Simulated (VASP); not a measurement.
# TiN (Fm-3m) in VASP: a series of runs

The runs below take TiN through single point, with PBEsol.

Program: VASP 6.6.1. These are calculated values, not measurements. Logs are shortened: lines on timing, memory, paths and dates and some standing lists are left out, and cuts for length are marked.

## (1) The cell of the first run

The structure is cubic, space group Fm-3m (No. 225). Conventional cell: a = 4.141 Å, b = 4.141 Å, c = 4.141 Å, α = 90.00°, β = 90.00°, γ = 90.00°. Within 2.7 Å of Ti (site symmetry m-3m) lie 6 N at 2.07 Å. N (site symmetry m-3m) has 6 Ti at 2.07 Å within 2.7 Å.

## (2) Single point, PBEsol

Input file INCAR:

```
SYSTEM = TiN
PREC = Accurate
ENCUT = 520
EDIFF = 1E-7
ISMEAR = 0
SIGMA = 0.1
LREAL = .FALSE.
LASPH = .TRUE.
NELM = 80
ALGO = Normal
ISIF = 2
LWAVE = .FALSE.
LCHARG = .FALSE.
GGA = PS
NBANDS = 16
```

Input file KPOINTS:

```
regular mesh
0
G
  18 18 18
  0 0 0
```

Input file POSCAR:

```
TiN
1.0
    0.0000000000      2.0703121117      2.0703121117
    2.0703121117      0.0000000000      2.0703121117
    2.0703121117      2.0703121117      0.0000000000
Ti N
1 1
Direct
    0.0000000000      0.0000000000      0.0000000000
    0.5000000000      0.5000000000      0.5000000000
```

Potentials or basis: VASP PAW PBE potentials, release 64 (Ti_sv, N).

The run is started by

```console
> cat potpaw_PBE.64/Ti_sv/POTCAR potpaw_PBE.64/N/POTCAR > POTCAR
> mpirun -np 1 vasp_std > vasp.out
```

OUTCAR:

```text
SYSTEM = TiN
   PREC = Accurate
   ENCUT = 520
   EDIFF = 1E-7
   ISMEAR = 0
   LREAL = .FALSE.
   LASPH = .TRUE.
   NELM = 80
   ISIF = 2
   GGA = PS

 ion  position               nearest neighbor table
   1  0.000  0.000  0.000-   2 2.07   2 2.07   2 2.07   2 2.07   2 2.07   2 2.07
   2  0.500  0.500  0.500-   1 2.07   1 2.07   1 2.07   1 2.07   1 2.07   1 2.07

  LATTYP: Found a face centered cubic cell.
 ALAT       =     4.1406242234

  Lattice vectors:

 A1 = (   0.0000000000,   2.0703121117,   2.0703121117)
 A2 = (   2.0703121117,   0.0000000000,   2.0703121117)
 A3 = (   2.0703121117,   2.0703121117,   0.0000000000)

Analysis of symmetry for initial positions (statically):
=====================================================================
 Subroutine PRICEL returns:
 Original cell was already a primitive cell.

 Routine SETGRP: Setting up the symmetry group for a
 face centered cubic supercell.

 Subroutine GETGRP returns: Found 48 space group operations
 (whereof 48 operations were pure point group operations)
 out of a pool of 48 trial point group operations.

The static configuration has the point symmetry O_h .

Analysis of symmetry for dynamics (positions and initial velocities):
=====================================================================
 Subroutine PRICEL returns:
 Original cell was already a primitive cell.

 Routine SETGRP: Setting up the symmetry group for a
 face centered cubic supercell.

 Subroutine GETGRP returns: Found 48 space group operations
 (whereof 48 operations were pure point group operations)
 out of a pool of 48 trial point group operations.

The dynamic configuration has the point symmetry O_h .

 Subroutine INISYM returns: Found 48 space group operations
 (whereof 48 operations are pure point group operations),
 and found     1 'primitive' translations

----------------------------------------------------------------------------------------

                                     Primitive cell

  volume of cell :      17.7475

  direct lattice vectors                    reciprocal lattice vectors
     0.000000000  2.070312112  2.070312112    -0.241509479  0.241509479  0.241509479
     2.070312112  0.000000000  2.070312112     0.241509479 -0.241509479  0.241509479
     2.070312112  2.070312112  0.000000000     0.241509479  0.241509479 -0.241509479

  length of vectors
     2.927863467  2.927863467  2.927863467     0.418306689  0.418306689  0.418306689

  position of ions in fractional coordinates (direct lattice)
     0.000000000  0.000000000  0.000000000
     0.500000000  0.500000000  0.500000000

  ion indices of the primitive-cell ions
   primitive index   ion index
                 1           1
                 2           2

----------------------------------------------------------------------------------------

 KPOINTS: regular mesh

Automatic generation of k-mesh.
 Grid dimensions read from file:
 generate k-points for:   18   18   18

 Generating k-lattice:

  Cartesian coordinates                     Fractional coordinates (reciprocal lattice)
    -0.013417193  0.013417193  0.013417193     0.055555556  0.000000000  0.000000000
     0.013417193 -0.013417193  0.013417193     0.000000000  0.055555556  0.000000000
     0.013417193  0.013417193 -0.013417193     0.000000000  0.000000000  0.055555556

  Length of vectors
     0.023239260  0.023239260  0.023239260

  Shift w.r.t. Gamma in fractional coordinates (k-lattice)
     0.000000000  0.000000000  0.000000000

 Subroutine IBZKPT returns following result:
 ===========================================

 Found    195 irreducible k-points:

 Following reciprocal coordinates:
            Coordinates               Weight
  0.000000  0.000000  0.000000      1.000000
  0.055556  0.000000  0.000000      8.000000
  0.111111  0.000000  0.000000      8.000000
  0.166667  0.000000  0.000000      8.000000
  0.222222  0.000000  0.000000      8.000000
  0.277778  0.000000  0.000000      8.000000
[... 16 lines left out ...]
 -0.277778  0.055556  0.000000     24.000000
 -0.222222  0.055556  0.000000     24.000000
 [... further k-points ...]
   k-points           NKPTS =    195   k-points in BZ     NKDIM =    195   number of bands    NBANDS=     16
   number of dos      NEDOS =    301   number of ions     NIONS =      2
   total plane-waves  NPLWV =  13824
   dimension x,y,z NGX =    24 NGY =   24 NGZ =   24
   dimension x,y,z NGXF=    48 NGYF=   48 NGZF=   48
   ions per type =               1   1
   NGX,Y,Z   is equivalent  to a cutoff of  13.63, 13.63, 13.63 a.u.
   NGXF,Y,Z  is equivalent  to a cutoff of  27.25, 27.25, 27.25 a.u.
 SYSTEM =  TiN
   PREC   = accura    normal or accurate (medium, high low for compatibility)
   ISTART =      0    job   : 0-new  1-cont  2-samecut
   ICHARG =      2    charge: 1-file 2-atom 10-const
   ISPIN  =      1    spin polarized calculation?
   LNONCOLLINEAR =      F non collinear calculations
   LSORBIT =      F    spin-orbit coupling
   LASPH  =      T    aspherical Exc in radial PAW
   ENCUT  =  520.0 eV  38.22 Ry    6.18 a.u.   5.44  5.44  5.44*2*pi/ulx,y,z
   NELM   =     80;   NELMIN=  2; NELMDL= -5     # of ELM steps
   EDIFF  = 0.1E-06   stopping-criterion for ELM
   LREAL  =      F    real-space projection
   EDIFFG = 0.1E-05   stopping-criterion for IOM
   NSW    =      0    number of steps for IOM
   IBRION =     -1    ionic relax: 0-MD 1-quasi-New 2-CG
   NFREE  =      0    steps in history (QN), initial steepest desc. (CG)
   ISIF   =      2    stress and relaxation
   ISYM   =      2    0-nonsym 1-usesym 2-fastsym
   POTIM  = 0.5000    time-step for ionic-motion
   TEBEG  =    0.0;   TEEND  =   0.0 temperature during run
   PSTRESS=    0.0 pullay stress
   NELECT =      17.0000    total number of electrons
   NUPDOWN=      -1.0000    fix difference up-down
   EMIN   =  10.00;   EMAX   =-10.00  energy-range for DOS
   EFERMI =   0.00;   METHOD = LEGACY
   ISMEAR =     0;   SIGMA  =   0.10  broadening in eV -4-tet -1-fermi 0-gaus
   EFERMI_NEDOS =   21; number of points for ismear=-14 and -15
   IALGO  =     38    algorithm
   IMIX   =      4    mixing-type and parameters
     AMIX     =   0.40;   BMIX     =  1.00
     AMIX_MAG =   1.60;   BMIX_MAG =  1.00
  volume/ion in A,a.u.               =       8.87        59.88
  Fermi-wavevector in a.u.,A,eV,Ry     =   1.613784  3.049609 35.433622  2.604298
  Thomas-Fermi vector in A             =   2.708798
   LORBIT       =      0    0 simple, 1 ext, 2 COOP (PROOUT), +10 PAW based schemes
   GGA     = PS    functional components
   LHFCALC =     F    Hartree Fock is set to
   AEXX    =    0.0000 exact exchange contribution
   IVDW    =     0    specifies the selected vdW correction
   LEPSILON=     F    determine dielectric tensor
   LRPA    =     F    only Hartree local field effects (RPA)
 non-spin polarized calculation
 Gauss-broadening in eV      SIGMA  =   0.10
  energy-cutoff  :      520.00
  volume of cell :       17.75
 maximum number of plane-waves:       531
 NGX is ok and might be reduce to    24
   NGX = 11   NGY = 11   NGZ = 11

 number of electron      17.0000000 magnetization

 Free energy of the ion-electron system (eV)
  ---------------------------------------------------
  ext. energy  EPLUGINS =         0.00000000
  ---------------------------------------------------
  free energy    TOTEN  =       -20.74135279 eV

  energy without entropy =      -20.73761212  energy(sigma->0) =      -20.73948245

 E-fermi :  12.3126     XC(G=0): -13.6276

 val. band max:       12.2719021772   @ k =   0.5000   0.2222   0.0000
 cond. band min:      12.3198256774   @ k =   0.4444   0.2222   0.1111
 fundamental gap:      0.0479235001
 Fermi energy:        12.3126054376

 k-point     1 :       0.0000    0.0000    0.0000
  band No.  band energies     occupation
      1     -45.1902      2.00000
      2     -21.2084      2.00000
      3     -21.2084      2.00000
      4     -21.2084      2.00000
      5      -5.1688      2.00000
      6      10.2040      2.00000
[... 8 lines left out ...]
     15      25.5895      0.00000
     16      33.0594      0.00000

 k-point     2 :       0.0556    0.0000    0.0000
  band No.  band energies     occupation
      1     -45.1861      2.00000
      2     -21.2360      2.00000
      3     -21.2105      2.00000
      4     -21.2105      2.00000
      5      -5.0991      2.00000
      6       9.8048      2.00000
[... 8 lines left out ...]
     15      25.6708      0.00000
     16      32.9507      0.00000

 k-point     3 :       0.1111    0.0000    0.0000
  band No.  band energies     occupation
      1     -45.1743      2.00000
      2     -21.3149      2.00000
      3     -21.2167      2.00000
      4     -21.2167      2.00000
      5      -4.8963      2.00000
      6       8.9684      2.00000
[... 8 lines left out ...]
     15      25.8393      0.00000
     16      32.6632      0.00000

 k-point     4 :       0.1667    0.0000    0.0000
  band No.  band energies     occupation
      1     -45.1562      2.00000
      2     -21.4338      2.00000
      3     -21.2261      2.00000
      4     -21.2261      2.00000
      5      -4.5762      2.00000
      6       7.9863      2.00000
[... 8 lines left out ...]
     15      25.9198      0.00000
     16      32.0680      0.00000

 k-point     5 :       0.2222    0.0000    0.0000
  band No.  band energies     occupation
      1     -45.1338      2.00000
      2     -21.5767      2.00000
      3     -21.2377      2.00000
      4     -21.2377      2.00000
      5      -4.1644      2.00000
      6       6.9728      2.00000
[... 8 lines left out ...]
     15      25.8383      0.00000
     16      31.1859      0.00000

 k-point     6 :       0.2778    0.0000    0.0000
  band No.  band energies     occupation
      1     -45.1100      2.00000
      2     -21.7255      2.00000
      3     -21.2499      2.00000
      4     -21.2499      2.00000
      5      -3.6947      2.00000
      6       5.9981      2.00000
[... 8 lines left out ...]
     15      25.7959      0.00000
     16      30.1439      0.00000

 k-point     7 :       0.3333    0.0000    0.0000
  band No.  band energies     occupation
      1     -45.0874      2.00000
      2     -21.8623      2.00000
      3     -21.2614      2.00000
      4     -21.2614      2.00000
      5      -3.2106      2.00000
      6       5.1201      2.00000
[... 8 lines left out ...]
     15      26.0261      0.00000
     16      29.1096      0.00000

 k-point     8 :       0.3889    0.0000    0.0000
  band No.  band energies     occupation
      1     -45.0690      2.00000
      2     -21.9719      2.00000
      3     -21.2706      2.00000
      4     -21.2706      2.00000
      5      -2.7700      2.00000
      6       4.4001      2.00000
[... 8 lines left out ...]
     15      26.4671      0.00000
     16      28.2309      0.00000

 k-point     9 :       0.4444    0.0000    0.0000
  band No.  band energies     occupation
      1     -45.0569      2.00000
      2     -22.0425      2.00000
      3     -21.2767      2.00000
      4     -21.2767      2.00000
      5      -2.4494      2.00000
      6       3.9133      2.00000
[... 8 lines left out ...]
     15      26.8744      0.00000
     16      27.6350      0.00000
[... 172 lines left out ...]
 k-point    19 :       0.5000    0.0556    0.0000
  band No.  band energies     occupation
      1     -45.0514      2.00000
      2     -22.0540      2.00000
      3     -21.2941      2.00000
      4     -21.2849      2.00000
      5      -2.3781      2.00000
      6       3.8349      2.00000
[... 8 lines left out ...]
     15      26.8811      0.00000
     16      27.4515      0.00000

 k-point    20 :      -0.4444    0.0556    0.0000
  band No.  band energies     occupation
      1     -45.0528      2.00000
      2     -22.0460      2.00000
      3     -21.2986      2.00000
      4     -21.2790      2.00000
      5      -2.4147      2.00000
      6       3.8878      2.00000
[... 8 lines left out ...]
     15      26.8131      0.00000
     16      27.4738      0.00000

 k-point    21 :      -0.3889    0.0556    0.0000
  band No.  band energies     occupation
      1     -45.0622      2.00000
      2     -21.9916      2.00000
      3     -21.2983      2.00000
      4     -21.2693      2.00000
      5      -2.6619      2.00000
      6       4.2544      2.00000
[... 8 lines left out ...]
     15      26.5148      0.00000
     16      27.8234      0.00000

 k-point    22 :      -0.3333    0.0556    0.0000
  band No.  band energies     occupation
      1     -45.0786      2.00000
      2     -21.8964      2.00000
      3     -21.2931      2.00000
      4     -21.2571      2.00000
      5      -3.0534      2.00000
      6       4.8697      2.00000
[... 8 lines left out ...]
     15      26.0998      0.00000
     16      28.4704      0.00000

 k-point    23 :      -0.2778    0.0556    0.0000
  band No.  band energies     occupation
      1     -45.0998      2.00000
      2     -21.7706      2.00000
      3     -21.2836      2.00000
      4     -21.2437      2.00000
      5      -3.5130      2.00000
      6       5.6573      2.00000
[... 8 lines left out ...]
     15      25.8158      0.00000
     16      29.2998      0.00000

 k-point    24 :      -0.2222    0.0556    0.0000
  band No.  band energies     occupation
      1     -45.1232      2.00000
      2     -21.6282      2.00000
      3     -21.2707      2.00000
      4     -21.2307      2.00000
      5      -3.9783      2.00000
      6       6.5508      2.00000
[... 8 lines left out ...]
     15      25.8119      0.00000
     16      30.1904      0.00000

 [... further k-points ...]

------------------------ aborting loop because EDIFF is reached ----------------------------------------

  FORCE on cell =-STRESS in cart. coord.  units (eV):
  Direction    XX          YY          ZZ          XY          YZ          ZX
  --------------------------------------------------------------------------------------
  -------------------------------------------------------------------------------------
  Total        1.7229269      1.7229269      1.7229269      0.0000000      0.0000000      0.0000000
  in kB      155.5392392    155.5392392    155.5392392      0.0000000      0.0000000      0.0000000
  external PRESSURE =     155.5392392 kB  Pullay stress =       0.0000000 kB

 VOLUME and BASIS-vectors are now :
 -----------------------------------------------------------------------------
  energy-cutoff  :      520.00
  volume of cell :       17.75
      direct lattice vectors                 reciprocal lattice vectors
     0.000000000  2.070312112  2.070312112    -0.241509479  0.241509479  0.241509479
     2.070312112  0.000000000  2.070312112     0.241509479 -0.241509479  0.241509479
     2.070312112  2.070312112  0.000000000     0.241509479  0.241509479 -0.241509479

 POSITION                                       TOTAL-FORCE (eV/Angst)
 -----------------------------------------------------------------------------------
      0.00000      0.00000      0.00000         0.000000      0.000000     -0.000000
      2.07031      2.07031      2.07031         0.000000     -0.000000      0.000000
 -----------------------------------------------------------------------------------
    total drift:                                0.000000     -0.000000     -0.000000

  FREE ENERGIE OF THE ION-ELECTRON SYSTEM (eV)
  ---------------------------------------------------
  free  energy   TOTEN  =       -20.7413527864 eV

  energy  without entropy=      -20.7376121190  energy(sigma->0) =      -20.73948245
```

Run time: 24 s. Hardware: 1 thread of Intel Xeon 6975P-C (Granite Rapids), shared host; peak memory 0.18 GiB.

What came out:

```
Free energy : -20.7414 eV
Pressure    : 15.6 GPa
```

Levels at points of the mesh, in eV from the Fermi level:
```
           k point  band 5  band 6  band 7  band 8  band 9  band 10  band 11  band 12  band 13  band 14
(0.00, 0.00, 0.00)  -17.48   -2.11   -2.11   -2.11   -0.70    -0.70    -0.70     0.64     0.64     6.24
(0.50, 0.00, 0.00)  -14.64   -8.57   -5.88   -5.88    1.92     1.92     2.67     6.35     6.38     6.38
(0.50, 0.50, 0.00)  -16.03   -5.99   -3.44   -3.31   -3.31     1.85     2.71     2.71     4.23    11.54
```

Caveat: the PAW data sets were made with another functional, which shifts forces and pressure a little.

## (3) Single point, PBEsol

This run uses another cell than the first one, of 9.05 Å³/atom, 1.020 times its volume.

Input file INCAR:

```
SYSTEM = TiN
ALGO     = Normal         ! electronic algorithm
EDIFF    = 1E-6           ! SCF threshold, eV
ENCUT    = 520            ! plane-wave cutoff, eV
GGA      = PS             ! functional
ISIF     = 2              ! what is computed and relaxed
ISMEAR   = 0              ! smearing method
LASPH    = .TRUE.         ! aspherical terms in the spheres
LCHARG   = .TRUE.         ! write CHGCAR
LELF     = .TRUE.         ! ELF
LREAL    = .FALSE.        ! projectors in reciprocal space
LVHAR    = .TRUE.       
LWAVE    = .FALSE.        ! write WAVECAR
NBANDS   = 16             ! bands
NELM     = 60             ! most SCF steps
PREC     = Accurate       ! precision mode
SIGMA    = 0.1            ! smearing width, eV
```

Input file KPOINTS:

```
k-points
0
G
  18 18 18
  0 0 0
```

Input file POSCAR:

```
TiN
1.0
    0.0000000000      2.0842901367      2.0842901367
    2.0842901367      0.0000000000      2.0842901367
    2.0842901367      2.0842901367      0.0000000000
Ti N
1 1
Direct
    0.0000000000      0.0000000000      0.0000000000
    0.5000000000      0.5000000000      0.5000000000
```

Potentials or basis: VASP PAW PBE potentials, release 64 (Ti_sv, N).

The run is started by

```console
> cat potpaw_PBE.64/Ti_sv/POTCAR potpaw_PBE.64/N/POTCAR > POTCAR
> mpirun -np 1 vasp_std > vasp.out
```

Run time: 26 s. Hardware: 1 thread of Intel Xeon 6975P-C (Granite Rapids), shared host; peak memory 0.18 GiB.

Results (log left out):

* Free energy: -20.7688 eV
* Pressure: 8.5 GPa

Levels at points of the mesh, in eV from the Fermi level:
| k point | band 7 | band 8 | band 9 | band 10 | band 11 | band 12 |
| --- | --- | --- | --- | --- | --- | --- |
| (0.00, 0.00, 0.00) | -2.08 | -2.08 | -0.68 | -0.68 | -0.68 | 0.62 |
| (0.50, 0.00, 0.00) | -5.77 | -5.77 | 1.86 | 1.86 | 2.59 | 6.21 |
| (0.50, 0.50, 0.00) | -3.35 | -3.29 | -3.29 | 1.79 | 2.63 | 2.63 |

Caveat: the PAW data sets were made with another functional, which shifts forces and pressure a little.

(Continued in part 2 of 2.)
